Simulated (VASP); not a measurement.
# Pt (Fm-3m) in VASP: single point with PBE+D3(BJ)

Aim: the single point of Pt with PBE+D3(BJ).

Program: VASP 6.6.1. These are calculated values, not measurements. Logs are shortened: lines on timing, memory, paths and dates and some standing lists are left out, and cuts for length are marked.

## 1. The cell of the first run

The structure is cubic, space group Fm-3m (No. 225). Conventional cell: a = 3.928 Å, b = 3.928 Å, c = 3.928 Å, α = 90.00°, β = 90.00°, γ = 90.00°. Within 3.7 Å of Pt (site symmetry m-3m) lie 12 Pt at 2.78 Å.

## 2. Single point, PBE+D3(BJ)

Input file INCAR:

```
SYSTEM = Pt
PREC = Accurate ; ENCUT = 520
EDIFF = 1E-6 ; ISMEAR = 0
SIGMA = 0.1 ; LREAL = .FALSE.
LASPH = .TRUE. ; NELM = 60
ALGO = Normal ; ISIF = 2
LWAVE = .FALSE. ; LCHARG = .TRUE.
GGA = PE ; IVDW = 12
LELF = .TRUE. ; LVHAR = .TRUE.
NBANDS = 11
```

Input file KPOINTS:

```
regular mesh
0
G
  18 18 18
  0 0 0
```

Input file POSCAR:

```
Pt
1.0
    0.0000000000      1.9641800449      1.9641800449
    1.9641800449      0.0000000000      1.9641800449
    1.9641800449      1.9641800449      0.0000000000
Pt
1
Direct
    0.0000000000      0.0000000000      0.0000000000
```

Potentials or basis: VASP PAW PBE potentials, release 64 (Pt).

Started as:

```bash
cat potpaw_PBE.64/Pt/POTCAR > POTCAR
mpirun -np 1 vasp_std > vasp.out
```

OUTCAR:

```text
SYSTEM = Pt
   PREC = Accurate
   ENCUT = 520
   EDIFF = 1E-6
   ISMEAR = 0
   LREAL = .FALSE.
   LASPH = .TRUE.
   NELM = 60
   ISIF = 2
   GGA = PE
   IVDW = 12
 IVDW          = 12

 ion  position               nearest neighbor table
   1  0.000  0.000  0.000-

  LATTYP: Found a face centered cubic cell.
 ALAT       =     3.9283600898

  Lattice vectors:

 A1 = (   0.0000000000,   1.9641800449,   1.9641800449)
 A2 = (   1.9641800449,   0.0000000000,   1.9641800449)
 A3 = (   1.9641800449,   1.9641800449,   0.0000000000)

Analysis of symmetry for initial positions (statically):
=====================================================================
 Subroutine PRICEL returns:
 Original cell was already a primitive cell.

 Routine SETGRP: Setting up the symmetry group for a
 face centered cubic supercell.

 Subroutine GETGRP returns: Found 48 space group operations
 (whereof 48 operations were pure point group operations)
 out of a pool of 48 trial point group operations.

The static configuration has the point symmetry O_h .

Analysis of symmetry for dynamics (positions and initial velocities):
=====================================================================
 Subroutine PRICEL returns:
 Original cell was already a primitive cell.

 Routine SETGRP: Setting up the symmetry group for a
 face centered cubic supercell.

 Subroutine GETGRP returns: Found 48 space group operations
 (whereof 48 operations were pure point group operations)
 out of a pool of 48 trial point group operations.

The dynamic configuration has the point symmetry O_h .

 Subroutine INISYM returns: Found 48 space group operations
 (whereof 48 operations are pure point group operations),
 and found     1 'primitive' translations

----------------------------------------------------------------------------------------

                                     Primitive cell

  volume of cell :      15.1556

  direct lattice vectors                    reciprocal lattice vectors
     0.000000000  1.964180045  1.964180045    -0.254559149  0.254559149  0.254559149
     1.964180045  0.000000000  1.964180045     0.254559149 -0.254559149  0.254559149
     1.964180045  1.964180045  0.000000000     0.254559149  0.254559149 -0.254559149

  length of vectors
     2.777770058  2.777770058  2.777770058     0.440909379  0.440909379  0.440909379

  position of ions in fractional coordinates (direct lattice)
     0.000000000  0.000000000  0.000000000

  ion indices of the primitive-cell ions
   primitive index   ion index
                 1           1

----------------------------------------------------------------------------------------

 KPOINTS: regular mesh

Automatic generation of k-mesh.
 Grid dimensions read from file:
 generate k-points for:   18   18   18

 Generating k-lattice:

  Cartesian coordinates                     Fractional coordinates (reciprocal lattice)
    -0.014142175  0.014142175  0.014142175     0.055555556  0.000000000  0.000000000
     0.014142175 -0.014142175  0.014142175     0.000000000  0.055555556  0.000000000
     0.014142175  0.014142175 -0.014142175     0.000000000  0.000000000  0.055555556

  Length of vectors
     0.024494965  0.024494965  0.024494965

  Shift w.r.t. Gamma in fractional coordinates (k-lattice)
     0.000000000  0.000000000  0.000000000

 Subroutine IBZKPT returns following result:
 ===========================================

 Found    195 irreducible k-points:

 Following reciprocal coordinates:
            Coordinates               Weight
  0.000000  0.000000  0.000000      1.000000
  0.055556  0.000000  0.000000      8.000000
  0.111111  0.000000  0.000000      8.000000
  0.166667  0.000000  0.000000      8.000000
  0.222222  0.000000  0.000000      8.000000
  0.277778  0.000000  0.000000      8.000000
[... 16 lines left out ...]
 -0.277778  0.055556  0.000000     24.000000
 -0.222222  0.055556  0.000000     24.000000
 [... further k-points ...]
   k-points           NKPTS =    195   k-points in BZ     NKDIM =    195   number of bands    NBANDS=     11
   number of dos      NEDOS =    301   number of ions     NIONS =      1
   total plane-waves  NPLWV =  13824
   dimension x,y,z NGX =    24 NGY =   24 NGZ =   24
   dimension x,y,z NGXF=    48 NGYF=   48 NGZF=   48
   ions per type =               1
   NGX,Y,Z   is equivalent  to a cutoff of  14.36, 14.36, 14.36 a.u.
   NGXF,Y,Z  is equivalent  to a cutoff of  28.73, 28.73, 28.73 a.u.
 SYSTEM =  Pt
   PREC   = accura    normal or accurate (medium, high low for compatibility)
   ISTART =      0    job   : 0-new  1-cont  2-samecut
   ICHARG =      2    charge: 1-file 2-atom 10-const
   ISPIN  =      1    spin polarized calculation?
   LNONCOLLINEAR =      F non collinear calculations
   LSORBIT =      F    spin-orbit coupling
   LASPH  =      T    aspherical Exc in radial PAW
   ENCUT  =  520.0 eV  38.22 Ry    6.18 a.u.   5.16  5.16  5.16*2*pi/ulx,y,z
   NELM   =     60;   NELMIN=  2; NELMDL= -5     # of ELM steps
   EDIFF  = 0.1E-05   stopping-criterion for ELM
   LREAL  =      F    real-space projection
   EDIFFG = 0.1E-04   stopping-criterion for IOM
   NSW    =      0    number of steps for IOM
   IBRION =     -1    ionic relax: 0-MD 1-quasi-New 2-CG
   NFREE  =      0    steps in history (QN), initial steepest desc. (CG)
   ISIF   =      2    stress and relaxation
   ISYM   =      2    0-nonsym 1-usesym 2-fastsym
   POTIM  = 0.5000    time-step for ionic-motion
   TEBEG  =    0.0;   TEEND  =   0.0 temperature during run
   PSTRESS=    0.0 pullay stress
   NELECT =      10.0000    total number of electrons
   NUPDOWN=      -1.0000    fix difference up-down
   EMIN   =  10.00;   EMAX   =-10.00  energy-range for DOS
   EFERMI =   0.00;   METHOD = LEGACY
   ISMEAR =     0;   SIGMA  =   0.10  broadening in eV -4-tet -1-fermi 0-gaus
   EFERMI_NEDOS =   21; number of points for ismear=-14 and -15
   IALGO  =     38    algorithm
   IMIX   =      4    mixing-type and parameters
     AMIX     =   0.40;   BMIX     =  1.00
     AMIX_MAG =   1.60;   BMIX_MAG =  1.00
  volume/ion in A,a.u.               =      15.16       102.28
  Fermi-wavevector in a.u.,A,eV,Ry     =   1.425225  2.693285 27.637069  2.031267
  Thomas-Fermi vector in A             =   2.545632
   LORBIT       =      0    0 simple, 1 ext, 2 COOP (PROOUT), +10 PAW based schemes
   GGA     = PE    functional components
   LHFCALC =     F    Hartree Fock is set to
   AEXX    =    0.0000 exact exchange contribution
   IVDW    =    12    specifies the selected vdW correction
   LEPSILON=     F    determine dielectric tensor
   LRPA    =     F    only Hartree local field effects (RPA)
 non-spin polarized calculation
 Gauss-broadening in eV      SIGMA  =   0.10
  energy-cutoff  :      520.00
  volume of cell :       15.16
 maximum number of plane-waves:       419
 NGX is ok and might be reduce to    24
   NGX = 11   NGY = 11   NGZ = 11

 number of electron      10.0000000 magnetization

 Free energy of the ion-electron system (eV)
  ---------------------------------------------------
  ext. energy  EPLUGINS =         0.00000000
  ---------------------------------------------------
  free energy    TOTEN  =        -6.08856183 eV

  energy without entropy =       -6.07781401  energy(sigma->0) =       -6.08318792

 E-fermi :  11.1722     XC(G=0): -13.4613

 val. band max:       11.1718127206   @ k =   0.5000   0.5000   0.0000
 cond. band min:      11.1732677886   @ k =  -0.3333   0.3889   0.1111
 fundamental gap:      0.0014550680
 Fermi energy:        11.1721553295

 k-point     1 :       0.0000    0.0000    0.0000
  band No.  band energies     occupation
      1       1.0093      2.00000
      2       7.4113      2.00000
      3       7.4113      2.00000
      4       7.4113      2.00000
      5       9.5485      2.00000
      6       9.5485      2.00000
      7      25.8244      0.00000
      8      30.7625      0.00000
      9      30.7625      0.00000
     10      30.7625      0.00000
     11      36.0890      0.00000

 k-point     2 :       0.0556    0.0000    0.0000
  band No.  band energies     occupation
      1       1.1332      2.00000
      2       7.3557      2.00000
      3       7.4607      2.00000
      4       7.4607      2.00000
      5       9.5205      2.00000
      6       9.5205      2.00000
      7      26.0176      0.00000
      8      30.0944      0.00000
      9      30.9526      0.00000
     10      30.9526      0.00000
     11      36.8261      0.00000

 k-point     3 :       0.1111    0.0000    0.0000
  band No.  band energies     occupation
      1       1.4939      2.00000
      2       7.2129      2.00000
      3       7.5903      2.00000
      4       7.5903      2.00000
      5       9.4608      2.00000
      6       9.4608      2.00000
      7      26.5433      0.00000
      8      28.6930      0.00000
      9      31.5053      0.00000
     10      31.5053      0.00000
     11      37.6253      0.00000

 k-point     4 :       0.1667    0.0000    0.0000
  band No.  band energies     occupation
      1       2.0522      2.00000
      2       7.0533      2.00000
      3       7.7361      2.00000
      4       7.7361      2.00000
      5       9.4452      2.00000
      6       9.4452      2.00000
      7      27.0556      0.00000
      8      27.2440      0.00000
      9      32.3636      0.00000
     10      32.3636      0.00000
     11      36.0523      0.00000
[... 239 lines left out ...]
 k-point    22 :      -0.3333    0.0556    0.0000
  band No.  band energies     occupation
      1       3.8990      2.00000
      2       7.5078      2.00000
      3       7.6197      2.00000
      4       8.0447      2.00000
      5      10.2343      2.00000
      6      10.9725      1.99525
      7      20.8111      0.00000
      8      26.4895      0.00000
      9      30.7648      0.00000
     10      32.7302      0.00000
     11      35.9205      0.00000

 k-point    23 :      -0.2778    0.0556    0.0000
  band No.  band energies     occupation
      1       3.6039      2.00000
      2       7.2471      2.00000
      3       7.6912      2.00000
      4       7.7642      2.00000
      5       9.7441      2.00000
      6      10.4706      2.00000
      7      22.8871      0.00000
      8      27.1986      0.00000
      9      31.6819      0.00000
     10      34.3263      0.00000
     11      34.5307      0.00000

 k-point    24 :      -0.2222    0.0556    0.0000
  band No.  band energies     occupation
      1       3.0467      2.00000
      2       6.9242      2.00000
      3       7.7999      2.00000
      4       7.8669      2.00000
      5       9.3572      2.00000
      6      10.0326      2.00000
      7      24.8344      0.00000
      8      27.7069      0.00000
      9      32.1897      0.00000
     10      33.6124      0.00000
     11      34.8529      0.00000

 [... further k-points ...]

------------------------ aborting loop because EDIFF is reached ----------------------------------------

 Edisp (eV)   -0.77526

 E8    (eV) :    -0.3555

  FORCE on cell =-STRESS in cart. coord.  units (eV):
  Direction    XX          YY          ZZ          XY          YZ          ZX
  --------------------------------------------------------------------------------------
  -------------------------------------------------------------------------------------
  Total      -0.04775    -0.04775    -0.04775     0.00000     0.00000     0.00000
  in kB      -5.04837    -5.04837    -5.04837     0.00000     0.00000     0.00000
  external pressure =       -5.05 kB  Pullay stress =        0.00 kB

 VOLUME and BASIS-vectors are now :
 -----------------------------------------------------------------------------
  energy-cutoff  :      520.00
  volume of cell :       15.16
      direct lattice vectors                 reciprocal lattice vectors
     0.000000000  1.964180045  1.964180045    -0.254559149  0.254559149  0.254559149
     1.964180045  0.000000000  1.964180045     0.254559149 -0.254559149  0.254559149
     1.964180045  1.964180045  0.000000000     0.254559149  0.254559149 -0.254559149

 POSITION                                       TOTAL-FORCE (eV/Angst)
 -----------------------------------------------------------------------------------
      0.00000      0.00000      0.00000        -0.000000     -0.000000      0.000000
 -----------------------------------------------------------------------------------
    total drift:                               -0.000000      0.000000     -0.000000

  FREE ENERGIE OF THE ION-ELECTRON SYSTEM (eV)
  ---------------------------------------------------
  free  energy   TOTEN  =        -6.8638205847 eV

  energy  without entropy=       -6.8530727670  energy(sigma->0) =       -6.85844668
```

It took 26 s on 1 thread of Intel Xeon Platinum 8488C (Sapphire Rapids), shared host; peak memory 0.17 GiB.

Results:

* Free energy: -6.8638 eV
* Pressure: -0.5 GPa
* Band gap on the k mesh: zero (band 5 reaches 11.66 eV, above the bottom of band 6 at 9.45 eV)
* Dispersion energy per atom: -0.775 eV

Levels at points of the mesh, in eV from the Fermi level:
```csv
k point,band 3,band 4,band 5,band 6,band 7,band 8
"(0.00, 0.00, 0.00)",-3.76,-3.76,-1.62,-1.62,14.65,19.59
"(0.50, 0.00, 0.00)",-3.83,-0.45,0.04,0.04,5.80,14.22
"(0.50, 0.50, 0.00)",0.00,0.48,0.48,1.79,8.83,11.38
```

Caveat: spin-orbit coupling is left out, which moves the levels of the heavy elements; pairwise dispersion overbinds metals, which lowers pressure and volume.
